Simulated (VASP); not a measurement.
# SnO2 (P4_2/mnm) in VASP: notebook, part 2 of 2

VASP 6.6.1. The steps go on from the part before.

**5. Relaxation of cell and atoms, PBE, target pressure 50 GPa, at which the enthalpy is minimised**

This run uses another cell than the first one, of 10.39 Å³/atom.

File INCAR:

```
SYSTEM = SnO2
ALGO = Normal
EDIFF = 1E-6
EDIFFG = -0.008
ENCUT = 600
GGA = PE
IBRION = 2
ISIF = 3
ISMEAR = 0
LASPH = .True.
LCHARG = .False.
LREAL = .False.
LWAVE = .False.
NELM = 100
NSW = 70
PREC = Accurate
PSTRESS = 500.0
SIGMA = 0.02
```

File KPOINTS:

```
k-points
0
Gamma
  6 6 10
  0 0 0
```

File POSCAR:

```
SnO2
1.0
    4.4916924480      0.0000000000      0.0000000000
    0.0000000000      4.4916924480      0.0000000000
    0.0000000000      0.0000000000      3.0894313223
Sn O
2 4
Direct
    0.5000000000      0.5000000000      0.5000000000
    0.0000000000      0.0000000000      0.0000000000
    0.1947067631      0.8052932369      0.5000000000
    0.8052932369      0.1947067631      0.5000000000
    0.3052932369      0.3052932369      0.0000000000
    0.6947067631      0.6947067631      0.0000000000
```

The run is started by

```sh
$ cat potpaw_PBE.64/Sn_d/POTCAR potpaw_PBE.64/O/POTCAR > POTCAR
$ mpirun -np 1 vasp_std > vasp.out
```

Run time: 8.3 min. Hardware: 1 thread of Intel Xeon Platinum 8259CL at 2.50GHz (Skylake/Cascade Lake), shared host; peak memory 0.26 GiB.

The run converged. Its results:

- Free energy: -35.6156 eV
- Relaxed volume: 10.46 Å³/atom
- Relaxed cell: a = 4.477 Å, b = 4.477 Å, c = 3.132 Å, α = 90.00°, β = 90.00°, γ = 90.00°
- Space group after relaxing (to 0.1 Å): P4_2/mnm (No. 136)
- Energy change on relaxing (the run minimises the enthalpy): -26.9 meV/atom
- Ionic steps: 6
- Pressure after relaxing: 50.0 GPa
- Largest force after relaxing: 0.005 eV/Å
- Band gap on the k mesh: 2.79 eV

Forces on the atoms (eV/Å):
```
Sn   0.000  0.000  0.000
Sn   0.000  0.000  0.000
O    0.003 -0.003  0.000
O   -0.003  0.003  0.000
O   -0.003 -0.003  0.000
O    0.003  0.003  0.000
```

The path:
```csv
step,energy change (eV),largest force (eV/Å),pressure (GPa),volume (Å³)
1,0.0000,0.2281,53.80,62.33
2,-0.6452,0.4788,39.36,64.57
3,-0.2266,0.0099,49.05,63.01
4,-0.1409,0.1447,50.45,62.73
5,-0.1550,0.1225,50.23,62.77
6,-0.1615,0.0046,50.03,62.79
```

Final structure:
```yaml
crystal:
  lattice:
    - [4.47744, 0.00000, 0.00000]
    - [0.00000, 4.47744, 0.00000]
    - [0.00000, 0.00000, 3.13202]
  atoms:
    - { symbol: Sn, position: [0.50000, 0.50000, 0.50000] }
    - { symbol: Sn, position: [0.00000, 0.00000, 0.00000] }
    - { symbol: O, position: [0.19458, 0.80542, 0.50000] }
    - { symbol: O, position: [0.80542, 0.19458, 0.50000] }
    - { symbol: O, position: [0.30542, 0.30542, 0.00000] }
    - { symbol: O, position: [0.69458, 0.69458, 0.00000] }
```

Levels at points of the mesh, in eV from the valence-band top:
```tsv
k point	band 23	band 24	band 25	band 26	band 27	band 28	band 29	band 30
(0.00, 0.00, 0.00)	-1.20	-0.84	-0.84	0.00	2.79	6.78	6.78	7.02
(0.50, 0.00, 0.00)	-1.18	-1.18	-0.64	-0.64	5.92	5.92	7.63	7.63
(0.50, 0.50, 0.00)	-1.32	-1.32	-0.93	-0.93	6.32	6.32	8.39	8.39
(0.00, 0.00, 0.50)	-2.03	-2.03	-1.42	-1.42	7.82	7.82	10.83	10.83
(0.50, 0.00, 0.50)	-1.29	-1.29	-0.40	-0.40	8.22	8.22	9.42	9.42
(0.50, 0.50, 0.50)	-1.03	-1.03	-0.91	-0.91	6.36	6.36	9.57	9.57
```

Caveat: the cell is relaxed towards a set pressure, so the run minimises the enthalpy, not the energy; spin-orbit coupling is left out, which moves the levels of the heavy elements.

**6. Relaxation of cell and atoms, PBE, target pressure -1 GPa, at which the enthalpy is minimised**

This run uses another cell than the first one, of 12.70 Å³/atom.

File INCAR:

```
SYSTEM = SnO2
  PREC = Accurate
  ENCUT = 600
  EDIFF = 1E-7
  ISMEAR = 0
  SIGMA = 0.02
  LREAL = .FALSE.
  LASPH = .TRUE.
  NELM = 60
  ALGO = Normal
  ISIF = 3
  LWAVE = .FALSE.
  LCHARG = .FALSE.
  GGA = PE
  IBRION = 2
  NSW = 70
  EDIFFG = -0.008
  PSTRESS = -10.0
```

File KPOINTS:

```
regular mesh
0
G
  6 6 8
  0 0 0
```

File POSCAR:

```
SnO2
1.0
    4.8432957950      0.0000000000      0.0000000000
    0.0000000000      4.8432957950      0.0000000000
    0.0000000000      0.0000000000      3.2489560252
Sn O
2 4
Direct
    0.5000000000      0.5000000000      0.5000000000
    0.0000000000      0.0000000000      0.0000000000
    0.1934234767      0.8065765233      0.5000000000
    0.8065765233      0.1934234767      0.5000000000
    0.3065765233      0.3065765233      0.0000000000
    0.6934234767      0.6934234767      0.0000000000
```

Potentials or basis: VASP PAW PBE potentials, release 64 (Sn_d, O).

The run is started by

```sh
$ cat potpaw_PBE.64/Sn_d/POTCAR potpaw_PBE.64/O/POTCAR > POTCAR
$ mpirun -np 1 vasp_std > vasp.out
```

OUTCAR:

```text
SYSTEM = SnO2
   PREC = Accurate
   ENCUT = 600
   EDIFF = 1E-7
   ISMEAR = 0
   LREAL = .FALSE.
   LASPH = .TRUE.
   NELM = 60
   ISIF = 3
   GGA = PE
   IBRION = 2
   NSW = 70
   EDIFFG = -0.008
   PSTRESS = -10.0

 ion  position               nearest neighbor table
   1  0.500  0.500  0.500-   5 2.10   6 2.10   5 2.10   6 2.10   3 2.10   4 2.10
   2  0.000  0.000  0.000-   3 2.10   4 2.10   3 2.10   4 2.10   5 2.10   6 2.10
   3  0.193  0.807  0.500-   2 2.10   2 2.10   1 2.10
   4  0.807  0.193  0.500-   2 2.10   2 2.10   1 2.10
   5  0.307  0.307  0.000-   1 2.10   1 2.10   2 2.10
   6  0.693  0.693  0.000-   1 2.10   1 2.10   2 2.10

  LATTYP: Found a simple tetragonal cell.
 ALAT       =     4.8432957950
 C/A-ratio  =     0.6708151149

  Lattice vectors:

 A1 = (   4.8432957950,   0.0000000000,   0.0000000000)
 A2 = (   0.0000000000,   4.8432957950,   0.0000000000)
 A3 = (   0.0000000000,   0.0000000000,   3.2489560252)

Analysis of symmetry for initial positions (statically):
=====================================================================
 Subroutine PRICEL returns:
 Original cell was already a primitive cell.

 Routine SETGRP: Setting up the symmetry group for a
 simple tetragonal supercell.

 Subroutine GETGRP returns: Found 16 space group operations
 (whereof  8 operations were pure point group operations)
 out of a pool of 16 trial point group operations.

The static configuration has the point symmetry D_2h.
 The point group associated with its full space group is D_4h.

Analysis of symmetry for dynamics (positions and initial velocities):
=====================================================================
 Subroutine PRICEL returns:
 Original cell was already a primitive cell.

 Routine SETGRP: Setting up the symmetry group for a
 simple tetragonal supercell.

 Subroutine GETGRP returns: Found 16 space group operations
 (whereof  8 operations were pure point group operations)
 out of a pool of 16 trial point group operations.

The dynamic configuration has the point symmetry D_2h.
 The point group associated with its full space group is D_4h.

 Subroutine INISYM returns: Found 16 space group operations
 (whereof  8 operations are pure point group operations),
 and found     1 'primitive' translations

----------------------------------------------------------------------------------------

                                     Primitive cell

  volume of cell :      76.2124

  direct lattice vectors                    reciprocal lattice vectors
     4.843295795  0.000000000  0.000000000     0.206470974  0.000000000  0.000000000
     0.000000000  4.843295795  0.000000000     0.000000000  0.206470974  0.000000000
     0.000000000  0.000000000  3.248956025     0.000000000  0.000000000  0.307791177

  length of vectors
     4.843295795  4.843295795  3.248956025     0.206470974  0.206470974  0.307791177

  position of ions in fractional coordinates (direct lattice)
     0.500000000  0.500000000  0.500000000
     0.000000000  0.000000000  0.000000000
     0.193423477  0.806576523  0.500000000
     0.806576523  0.193423477  0.500000000
     0.306576523  0.306576523  0.000000000
     0.693423477  0.693423477  0.000000000

  ion indices of the primitive-cell ions
   primitive index   ion index
                 1           1
[... 56 lines left out ...]
  0.333333  0.000000  0.250000      8.000000
  0.500000  0.000000  0.250000      4.000000
 [... further k-points ...]
   k-points           NKPTS =     50   k-points in BZ     NKDIM =     50   number of bands    NBANDS=     31
   number of dos      NEDOS =    301   number of ions     NIONS =      6
   total plane-waves  NPLWV =  44800
   dimension x,y,z NGX =    40 NGY =   40 NGZ =   28
   dimension x,y,z NGXF=    80 NGYF=   80 NGZF=   56
   ions per type =               2   4
   NGX,Y,Z   is equivalent  to a cutoff of  13.73, 13.73, 14.33 a.u.
   NGXF,Y,Z  is equivalent  to a cutoff of  27.46, 27.46, 28.65 a.u.
 SYSTEM =  SnO2
   PREC   = accura    normal or accurate (medium, high low for compatibility)
   ISTART =      0    job   : 0-new  1-cont  2-samecut
   ICHARG =      2    charge: 1-file 2-atom 10-const
   ISPIN  =      1    spin polarized calculation?
   LNONCOLLINEAR =      F non collinear calculations
   LSORBIT =      F    spin-orbit coupling
   LASPH  =      T    aspherical Exc in radial PAW
   ENCUT  =  600.0 eV  44.10 Ry    6.64 a.u.   9.67  9.67  6.49*2*pi/ulx,y,z
   NELM   =     60;   NELMIN=  2; NELMDL= -5     # of ELM steps
   EDIFF  = 0.1E-06   stopping-criterion for ELM
   LREAL  =      F    real-space projection
   EDIFFG = -.8E-02   stopping-criterion for IOM
   NSW    =     70    number of steps for IOM
   IBRION =      2    ionic relax: 0-MD 1-quasi-New 2-CG
   NFREE  =      1    steps in history (QN), initial steepest desc. (CG)
   ISIF   =      3    stress and relaxation
   ISYM   =      2    0-nonsym 1-usesym 2-fastsym
   POTIM  = 0.5000    time-step for ionic-motion
   TEBEG  =    0.0;   TEEND  =   0.0 temperature during run
   PSTRESS=  -10.0 pullay stress
   NELECT =      52.0000    total number of electrons
   NUPDOWN=      -1.0000    fix difference up-down
   EMIN   =  10.00;   EMAX   =-10.00  energy-range for DOS
   EFERMI =   0.00;   METHOD = LEGACY
   ISMEAR =     0;   SIGMA  =   0.02  broadening in eV -4-tet -1-fermi 0-gaus
   EFERMI_NEDOS =   21; number of points for ismear=-14 and -15
   IALGO  =     38    algorithm
   IMIX   =      4    mixing-type and parameters
     AMIX     =   0.40;   BMIX     =  1.00
     AMIX_MAG =   1.60;   BMIX_MAG =  1.00
  volume/ion in A,a.u.               =      12.70        85.72
  Fermi-wavevector in a.u.,A,eV,Ry     =   1.441232  2.723534 28.261351  2.077151
  Thomas-Fermi vector in A             =   2.559888
   LORBIT       =      0    0 simple, 1 ext, 2 COOP (PROOUT), +10 PAW based schemes
   GGA     = PE    functional components
   LHFCALC =     F    Hartree Fock is set to
   AEXX    =    0.0000 exact exchange contribution
   IVDW    =     0    specifies the selected vdW correction
   LEPSILON=     F    determine dielectric tensor
   LRPA    =     F    only Hartree local field effects (RPA)
 conjugate gradient relaxation of ions
 non-spin polarized calculation
 Gauss-broadening in eV      SIGMA  =   0.02
  energy-cutoff  :      600.00
  volume of cell :       76.21
 maximum number of plane-waves:      2577
 NGX is ok and might be reduce to    40
   NGX = 19   NGY = 19   NGZ = 13

--------------------------------------- Ionic step        1  -------------------------------------------

 number of electron      51.9999998 magnetization

 Free energy of the ion-electron system (eV)
  ---------------------------------------------------
  ext. energy  EPLUGINS =         0.00000000
  ---------------------------------------------------
  free energy    TOTEN  =       -37.31966916 eV

  energy without entropy =      -37.31966916  energy(sigma->0) =      -37.31966916

------------------------ aborting loop because EDIFF is reached ----------------------------------------

  FORCE on cell =-STRESS in cart. coord.  units (eV):
  Direction    XX          YY          ZZ          XY          YZ          ZX
  --------------------------------------------------------------------------------------
  -------------------------------------------------------------------------------------
  Total       -0.5943631     -0.5943631     -0.7280967      0.0000000      0.0000000      0.0000000
  in kB      -12.4950098    -12.4950098    -15.3064279      0.0000000      0.0000000      0.0000000
  external PRESSURE =      -3.4321492 kB  Pullay stress =     -10.0000000 kB
[... 71 lines left out ...]
--------------------------------------- Ionic step        3  -------------------------------------------

 number of electron      51.9999999 magnetization

 Free energy of the ion-electron system (eV)
  ---------------------------------------------------
  ext. energy  EPLUGINS =         0.00000000
  ---------------------------------------------------
  free energy    TOTEN  =       -37.32078995 eV

  energy without entropy =      -37.32078995  energy(sigma->0) =      -37.32078995

 E-fermi :   5.6212     XC(G=0): -10.9341

 val. band max:        5.4401145408   @ k =   0.0000   0.0000   0.0000
 cond. band min:       6.0273930825   @ k =   0.0000   0.0000   0.0000
 fundamental gap:      0.5872785417
 Fermi energy:         5.6212255208

 k-point     1 :       0.0000    0.0000    0.0000
  band No.  band energies     occupation
      1     -15.5856      2.00000
      2     -14.9400      2.00000
      3     -14.7553      2.00000
      4     -14.7275      2.00000
      5     -14.7275      2.00000
      6     -14.6636      2.00000
[... 805 lines left out ...]
     30      13.7812      0.00000
     31      14.4109      0.00000

 [... further k-points ...]

------------------------ aborting loop because EDIFF is reached ----------------------------------------

  FORCE on cell =-STRESS in cart. coord.  units (eV):
  Direction    XX          YY          ZZ          XY          YZ          ZX
  --------------------------------------------------------------------------------------
  -------------------------------------------------------------------------------------
  Total       -0.4540317     -0.4540317     -0.4839087     -0.0000000      0.0000000      0.0000000
  in kB       -9.5634024     -9.5634024    -10.1927104     -0.0000000      0.0000000      0.0000000
  external PRESSURE =       0.2268282 kB  Pullay stress =     -10.0000000 kB
[... 25 lines left out ...]
  energy  without entropy=      -37.3207899474  energy(sigma->0) =      -37.32078995

  enthalpy is  TOTEN    =       -37.7955494924 eV   P V=       -0.4747595449

 reached required accuracy - stopping structural energy minimisation
```

Run time: 5.5 min. Hardware: 1 thread of Intel Xeon Platinum 8259CL at 2.50GHz (Skylake/Cascade Lake), shared host; peak memory 0.28 GiB.

What came out:

```
Free energy                                                : -37.3208 eV
Relaxed volume                                             : 12.68 Å³/atom
Relaxed cell                                               : a = 4.841 Å, b = 4.841 Å, c = 3.246 Å, α = 90.00°, β = 90.00°, γ = 90.00°
Space group after relaxing (to 0.1 Å)                      : P4_2/mnm (No. 136)
Energy change on relaxing (the run minimises the enthalpy) : -0.2 meV/atom
Ionic steps                                                : 3
Pressure after relaxing                                    : -1.0 GPa
Band gap on the k mesh                                     : 0.59 eV
```

Forces in eV/Å, atoms in the order of the input:
```
Sn   0.000  0.000  0.000
Sn   0.000  0.000  0.000
O   -0.002  0.002  0.000
O    0.002 -0.002  0.000
O    0.002  0.002  0.000
O   -0.002 -0.002  0.000
```

Step by step:
```tsv
step	energy change (eV)	largest force (eV/Å)	pressure (GPa)	volume (Å³)
1	0.0000	0.0187	-1.34	76.21
2	-0.0018	0.0148	-0.58	75.91
3	-0.0011	0.0024	-0.98	76.06
```

Final structure:
```
Sn O
1.0
     4.84102    0.00000    0.00000
     0.00000    4.84102    0.00000
     0.00000    0.00000    3.24571
Sn O
2 4
Direct
  0.50000 0.50000 0.50000
  0.00000 0.00000 0.00000
  0.19336 0.80664 0.50000
  0.80664 0.19336 0.50000
  0.30664 0.30664 0.00000
  0.69336 0.69336 0.00000
```

Levels at points of the mesh, in eV from the valence-band top:
| k point | band 23 | band 24 | band 25 | band 26 | band 27 | band 28 | band 29 | band 30 |
| --- | --- | --- | --- | --- | --- | --- | --- | --- |
| (0.00, 0.00, 0.00) | -1.26 | -0.73 | -0.73 | 0.00 | 0.59 | 5.62 | 6.02 | 6.02 |
| (0.50, 0.00, 0.00) | -1.21 | -1.21 | -0.60 | -0.60 | 3.80 | 3.80 | 6.76 | 6.76 |
| (0.50, 0.50, 0.00) | -1.33 | -1.33 | -0.85 | -0.85 | 4.19 | 4.19 | 7.10 | 7.10 |
| (0.00, 0.00, 0.50) | -1.51 | -1.51 | -1.17 | -1.17 | 5.50 | 5.50 | 9.30 | 9.30 |
| (0.50, 0.00, 0.50) | -1.00 | -1.00 | -0.75 | -0.75 | 5.76 | 5.76 | 7.54 | 7.54 |
| (0.50, 0.50, 0.50) | -0.91 | -0.91 | -0.77 | -0.77 | 4.27 | 4.27 | 8.57 | 8.57 |

Caveat: the cell is relaxed towards a set pressure, so the run minimises the enthalpy, not the energy; spin-orbit coupling is left out, which moves the levels of the heavy elements.

**7. Summary**

| task | cell | k mesh | cutoff (eV) | gap on the mesh (eV) | pressure (GPa) | largest force (eV/Å) |
| --- | --- | --- | --- | --- | --- | --- |
| single point | a = 4.881, b = 4.881, c = 3.141 Å, 6 atoms | 6 × 6 × 8 | 520 | 0.89 | 3.7 | 0.03 |
| single point | a = 4.827, b = 4.827, c = 3.238 Å, 6 atoms | 6 × 6 × 8 | 520 | 0.67 | 0.6 | 0.02 |
| relaxation of cell and atoms | relaxed to 50 GPa from a = 4.492, b = 4.492, c = 3.089 Å, 6 atoms | 6 × 6 × 10 | 600 | 2.79 | 50.0 | - |
| relaxation of cell and atoms | relaxed to -1 GPa from a = 4.843, b = 4.843, c = 3.249 Å, 6 atoms | 6 × 6 × 8 | 600 | 0.59 | -1.0 | - |

Alike in all rows: level PBE; potentials or basis VASP PAW PBE potentials, release 64 (Sn_d, O); no spin polarisation; smearing gaussian 0.02 eV.

Caveats: spin-orbit coupling is left out, which moves the levels of the heavy elements; the cell is relaxed towards a set pressure, so the run minimises the enthalpy, not the energy (at least some runs); the cell stands under pressure (at least some runs).

Absolute energies hang on the potentials; compare differences alone.
